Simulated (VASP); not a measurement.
# BN (P6_3/mmc) in VASP: relaxation of the atoms with PBE

Aim: the relaxation of the atoms of BN with PBE.

All numbers are computed with VASP 6.6.1; they aren't measurements. Logs are shortened: lines on timing, memory, paths and dates and some standing lists are left out, and cuts for length are marked.

### 1 The cell of the first run

The structure is hexagonal, space group P6_3/mmc (No. 194). Conventional cell: a = 2.540 Å, b = 2.540 Å, c = 6.400 Å, α = 90.00°, β = 90.00°, γ = 120.00°. B (site symmetry -6m2) has 3 N at 1.47 Å within 2.0 Å. Within 2.0 Å of N (site symmetry -6m2) lie 3 B at 1.47 Å.

### 2 Relaxation of the atoms, PBE (z stretched by -3 %)

Contents of INCAR:

```
SYSTEM = BN
PREC = Accurate ; ENCUT = 520
EDIFF = 1E-6 ; ISMEAR = -1
SIGMA = 0.02 ; LREAL = .FALSE.
LASPH = .TRUE. ; NELM = 100
ALGO = Normal ; ISIF = 2
LWAVE = .FALSE. ; LCHARG = .FALSE.
GGA = PE ; IBRION = 2
NSW = 80 ; EDIFFG = -0.02
```

Contents of KPOINTS:

```
Automatic mesh
0
G
  13 13 5
  0 0 0
```

Contents of POSCAR:

```
BN
1.0
    2.5400000000      0.0000000000      0.0000000000
   -1.2700000000      2.1997045256      0.0000000000
    0.0000000000      0.0000000000      6.4000600000
B N
2 2
Direct
    0.3333333333      0.6666666667      0.2500000000
    0.6666666667      0.3333333333      0.7500000000
    0.3333333333      0.6666666667      0.7500000000
    0.6666666667      0.3333333333      0.2500000000
```

Potentials or basis: VASP PAW PBE potentials, release 64 (B, N).

Run with:

```bash
$ cat potpaw_PBE.64/B/POTCAR potpaw_PBE.64/N/POTCAR > POTCAR
$ mpirun -np 1 vasp_std > vasp.out
```

OUTCAR:

```text
SYSTEM = BN
   PREC = Accurate
   ENCUT = 520
   EDIFF = 1E-6
   ISMEAR = -1
   LREAL = .FALSE.
   LASPH = .TRUE.
   NELM = 100
   ISIF = 2
   GGA = PE
   IBRION = 2
   NSW = 80
   EDIFFG = -0.02

 ion  position               nearest neighbor table
   1  0.333  0.667  0.250-   4 1.47   4 1.47   4 1.47
   2  0.667  0.333  0.750-   3 1.47   3 1.47   3 1.47
   3  0.333  0.667  0.750-   2 1.47   2 1.47   2 1.47
   4  0.667  0.333  0.250-   1 1.47   1 1.47   1 1.47

  LATTYP: Found a hexagonal cell.
 ALAT       =     2.5400000000
 C/A-ratio  =     2.5197086614

  Lattice vectors:

 A1 = (   2.5400000000,   0.0000000000,   0.0000000000)
 A2 = (  -1.2700000000,   2.1997045256,   0.0000000000)
 A3 = (   0.0000000000,   0.0000000000,   6.4000600000)

Analysis of symmetry for initial positions (statically):
=====================================================================
 Subroutine PRICEL returns:
 Original cell was already a primitive cell.

 Routine SETGRP: Setting up the symmetry group for a
 hexagonal supercell.

 Subroutine GETGRP returns: Found 24 space group operations
 (whereof 12 operations were pure point group operations)
 out of a pool of 24 trial point group operations.

The static configuration has the point symmetry D_3d.
 The point group associated with its full space group is D_6h.

Analysis of symmetry for dynamics (positions and initial velocities):
=====================================================================
 Subroutine PRICEL returns:
 Original cell was already a primitive cell.

 Routine SETGRP: Setting up the symmetry group for a
 hexagonal supercell.

 Subroutine GETGRP returns: Found 24 space group operations
 (whereof 12 operations were pure point group operations)
 out of a pool of 24 trial point group operations.

The dynamic configuration has the point symmetry D_3d.
 The point group associated with its full space group is D_6h.

 Subroutine INISYM returns: Found 24 space group operations
 (whereof 12 operations are pure point group operations),
 and found     1 'primitive' translations

----------------------------------------------------------------------------------------

                                     Primitive cell

  volume of cell :      35.7587

  direct lattice vectors                    reciprocal lattice vectors
     2.540000000  0.000000000  0.000000000     0.393700787  0.227303256  0.000000000
    -1.270000000  2.199704526  0.000000000     0.000000000  0.454606511  0.000000000
     0.000000000  0.000000000  6.400060000     0.000000000  0.000000000  0.156248535

  length of vectors
     2.540000000  2.540000000  6.400060000     0.454606511  0.454606511  0.156248535

  position of ions in fractional coordinates (direct lattice)
     0.333333333  0.666666667  0.250000000
     0.666666667  0.333333333  0.750000000
     0.333333333  0.666666667  0.750000000
     0.666666667  0.333333333  0.250000000

  ion indices of the primitive-cell ions
   primitive index   ion index
                 1           1
                 2           2
                 3           3
                 4           4

----------------------------------------------------------------------------------------

 KPOINTS: Automatic mesh

Automatic generation of k-mesh.
 Grid dimensions read from file:
 generate k-points for:   13   13    5

 Generating k-lattice:

  Cartesian coordinates                     Fractional coordinates (reciprocal lattice)
     0.030284676  0.017484866  0.000000000     0.076923077  0.000000000  0.000000000
     0.000000000  0.034969732  0.000000000     0.000000000  0.076923077  0.000000000
     0.000000000  0.000000000  0.031249707     0.000000000  0.000000000  0.200000000

  Length of vectors
     0.034969732  0.034969732  0.031249707

  Shift w.r.t. Gamma in fractional coordinates (k-lattice)
     0.000000000  0.000000000  0.000000000

 Subroutine IBZKPT returns following result:
 ===========================================

 Found     63 irreducible k-points:

 Following reciprocal coordinates:
            Coordinates               Weight
  0.000000  0.000000  0.000000      1.000000
  0.076923  0.000000  0.000000      6.000000
  0.153846 -0.000000  0.000000      6.000000
  0.230769 -0.000000  0.000000      6.000000
  0.307692 -0.000000  0.000000      6.000000
  0.384615 -0.000000  0.000000      6.000000
[... 16 lines left out ...]
  0.076923  0.000000  0.200000     12.000000
  0.153846 -0.000000  0.200000     12.000000
 [... further k-points ...]
   k-points           NKPTS =     63   k-points in BZ     NKDIM =     63   number of bands    NBANDS=     12
   number of dos      NEDOS =    301   number of ions     NIONS =      4
   total plane-waves  NPLWV =  19200
   dimension x,y,z NGX =    20 NGY =   20 NGZ =   48
   dimension x,y,z NGXF=    40 NGYF=   40 NGZF=   96
   ions per type =               2   2
   NGX,Y,Z   is equivalent  to a cutoff of  13.09, 13.09, 12.47 a.u.
   NGXF,Y,Z  is equivalent  to a cutoff of  26.18, 26.18, 24.94 a.u.
 SYSTEM =  BN
   PREC   = accura    normal or accurate (medium, high low for compatibility)
   ISTART =      0    job   : 0-new  1-cont  2-samecut
   ICHARG =      2    charge: 1-file 2-atom 10-const
   ISPIN  =      1    spin polarized calculation?
   LNONCOLLINEAR =      F non collinear calculations
   LSORBIT =      F    spin-orbit coupling
   LASPH  =      T    aspherical Exc in radial PAW
   ENCUT  =  520.0 eV  38.22 Ry    6.18 a.u.   4.72  4.72 11.90*2*pi/ulx,y,z
   NELM   =    100;   NELMIN=  2; NELMDL= -5     # of ELM steps
   EDIFF  = 0.1E-05   stopping-criterion for ELM
   LREAL  =      F    real-space projection
   EDIFFG = -.2E-01   stopping-criterion for IOM
   NSW    =     80    number of steps for IOM
   IBRION =      2    ionic relax: 0-MD 1-quasi-New 2-CG
   NFREE  =      1    steps in history (QN), initial steepest desc. (CG)
   ISIF   =      2    stress and relaxation
   ISYM   =      2    0-nonsym 1-usesym 2-fastsym
   POTIM  = 0.5000    time-step for ionic-motion
   TEBEG  =    0.0;   TEEND  =   0.0 temperature during run
   PSTRESS=    0.0 pullay stress
   NELECT =      16.0000    total number of electrons
   NUPDOWN=      -1.0000    fix difference up-down
   EMIN   =  10.00;   EMAX   =-10.00  energy-range for DOS
   EFERMI =   0.00;   METHOD = LEGACY
   ISMEAR =    -1;   SIGMA  =   0.02  broadening in eV -4-tet -1-fermi 0-gaus
   EFERMI_NEDOS =   21; number of points for ismear=-14 and -15
   IALGO  =     38    algorithm
   IMIX   =      4    mixing-type and parameters
     AMIX     =   0.40;   BMIX     =  1.00
     AMIX_MAG =   1.60;   BMIX_MAG =  1.00
  volume/ion in A,a.u.               =       8.94        60.33
  Fermi-wavevector in a.u.,A,eV,Ry     =   1.252144  2.366208 21.332078  1.567863
  Thomas-Fermi vector in A             =   2.386058
   LORBIT       =      0    0 simple, 1 ext, 2 COOP (PROOUT), +10 PAW based schemes
   GGA     = PE    functional components
   LHFCALC =     F    Hartree Fock is set to
   AEXX    =    0.0000 exact exchange contribution
   IVDW    =     0    specifies the selected vdW correction
   LEPSILON=     F    determine dielectric tensor
   LRPA    =     F    only Hartree local field effects (RPA)
 conjugate gradient relaxation of ions
 non-spin polarized calculation
  energy-cutoff  :      520.00
  volume of cell :       35.76
 maximum number of plane-waves:       983
 NGX is ok and might be reduce to    20
   NGX =  9   NGY =  9   NGZ = 23

 number of electron      16.0000000 magnetization

 Free energy of the ion-electron system (eV)
  ---------------------------------------------------
  ext. energy  EPLUGINS =         0.00000000
  ---------------------------------------------------
  free energy    TOTEN  =       -35.09958460 eV

  energy without entropy =      -35.09958460  energy(sigma->0) =      -35.09958460

 E-fermi :   2.8446     XC(G=0): -10.2232

 val. band max:        2.4385342025   @ k =   0.3077   0.3077   0.0000
 cond. band min:       6.6112071327   @ k =   0.4615   0.0769   0.0000
 fundamental gap:      4.1726729302
 Fermi energy:         2.8446443048

 k-point     1 :       0.0000    0.0000    0.0000
  band No.  band energies     occupation
      1     -15.2030      2.00000
      2     -14.8105      2.00000
      3      -3.7877      2.00000
      4      -1.2267      2.00000
      5       1.0085      2.00000
      6       1.0085      2.00000
      7       1.0661      2.00000
      8       1.0661      2.00000
      9       7.8798      0.00000
     10      12.9306      0.00000
     11      13.5616      0.00000
     12      13.5616      0.00000

 k-point     2 :       0.0769    0.0000    0.0000
  band No.  band energies     occupation
      1     -15.0900      2.00000
      2     -14.7025      2.00000
      3      -3.6335      2.00000
      4      -1.0915      2.00000
      5       0.5366      2.00000
      6       0.5914      2.00000
      7       0.7933      2.00000
      8       0.8562      2.00000
      9       8.0962      0.00000
     10      12.8029      0.00000
     11      13.4085      0.00000
     12      13.6446      0.00000

 k-point     3 :       0.1538   -0.0000    0.0000
  band No.  band energies     occupation
      1     -14.7565      2.00000
      2     -14.3842      2.00000
      3      -3.1754      2.00000
      4      -0.6936      2.00000
      5      -0.6825      2.00000
      6      -0.6187      2.00000
      7       0.2551      2.00000
      8       0.3285      2.00000
      9       8.6543      0.00000
     10      12.3585      0.00000
     11      13.0216      0.00000
     12      13.3501      0.00000
[... 286 lines left out ...]
 k-point    23 :       0.0769    0.0000    0.2000
  band No.  band energies     occupation
      1     -15.0557      2.00000
      2     -14.7424      2.00000
      3      -3.4361      2.00000
      4      -1.4061      2.00000
      5       0.5431      2.00000
      6       0.5895      2.00000
      7       0.7993      2.00000
      8       0.8501      2.00000
      9       8.5865      0.00000
     10      12.3432      0.00000
     11      13.4591      0.00000
     12      13.6418      0.00000

 k-point    24 :       0.1538   -0.0000    0.2000
  band No.  band energies     occupation
      1     -14.7233      2.00000
      2     -14.4224      2.00000
      3      -2.9840      2.00000
      4      -1.0265      2.00000
      5      -0.6712      2.00000
      6      -0.5924      2.00000
      7       0.2620      2.00000
      8       0.3214      2.00000
      9       9.1016      0.00000
     10      12.0887      0.00000
     11      13.0820      0.00000
     12      13.3479      0.00000

 [... further k-points ...]
[... 5 lines left out ...]
  --------------------------------------------------------------------------------------
  -------------------------------------------------------------------------------------
  Total       -2.5128238     -2.5128238      0.9216260      0.0000000      0.0000000      0.0000000
  in kB     -112.5875860   -112.5875860     41.2936442      0.0000000      0.0000000      0.0000000
  external PRESSURE =     -61.2938426 kB  Pullay stress =       0.0000000 kB

 VOLUME and BASIS-vectors are now :
 -----------------------------------------------------------------------------
  energy-cutoff  :      520.00
  volume of cell :       35.76
      direct lattice vectors                 reciprocal lattice vectors
     2.540000000  0.000000000  0.000000000     0.393700787  0.227303256  0.000000000
    -1.270000000  2.199704526  0.000000000     0.000000000  0.454606511  0.000000000
     0.000000000  0.000000000  6.400060000     0.000000000  0.000000000  0.156248535

 POSITION                                       TOTAL-FORCE (eV/Angst)
 -----------------------------------------------------------------------------------
     -0.00000      1.46647      1.60001         0.000000     -0.000000      0.000000
      1.27000      0.73323      4.80004        -0.000000      0.000000      0.000000
     -0.00000      1.46647      4.80004        -0.000000      0.000000      0.000000
      1.27000      0.73323      1.60001         0.000000     -0.000000      0.000000
 -----------------------------------------------------------------------------------
    total drift:                               -0.000000      0.000000      0.000000

  FREE ENERGIE OF THE ION-ELECTRON SYSTEM (eV)
  ---------------------------------------------------
  free  energy   TOTEN  =       -35.0995845990 eV

  energy  without entropy=      -35.0995845990  energy(sigma->0) =      -35.09958460

 reached required accuracy - stopping structural energy minimisation
```

It took 15 s on 1 thread of Intel Xeon 6975P-C, shared host; peak memory 0.16 GiB.

Results:

| Property | Result |
| --- | --- |
| Free energy | -35.0996 eV |
| Pressure after relaxing | -6.1 GPa |
| Band gap on the k mesh | 4.17 eV, indirect (least direct gap 4.46 eV) |

Final structure:
```cif
data_structure
_symmetry_space_group_name_H-M 'P 1'
_symmetry_Int_Tables_number 1
_cell_length_a 2.5400
_cell_length_b 2.5400
_cell_length_c 6.4001
_cell_angle_alpha 90.000
_cell_angle_beta 90.000
_cell_angle_gamma 120.000
_cell_volume 35.76
loop_
_atom_site_label
_atom_site_type_symbol
_atom_site_fract_x
_atom_site_fract_y
_atom_site_fract_z
_atom_site_occupancy
B1 B 0.33333 0.66667 0.25000 1
B2 B 0.66667 0.33333 0.75000 1
N1 N 0.33333 0.66667 0.75000 1
N2 N 0.66667 0.33333 0.25000 1
```

Caveat: the cell differs from its parent crystal (z stretched by -3 %); the relaxation stopped at its first step, so nothing moved; this functional lacks dispersion, which binds the layers, so the pressure and a relaxed spacing across them are unreliable. A k mesh can miss the band edges.
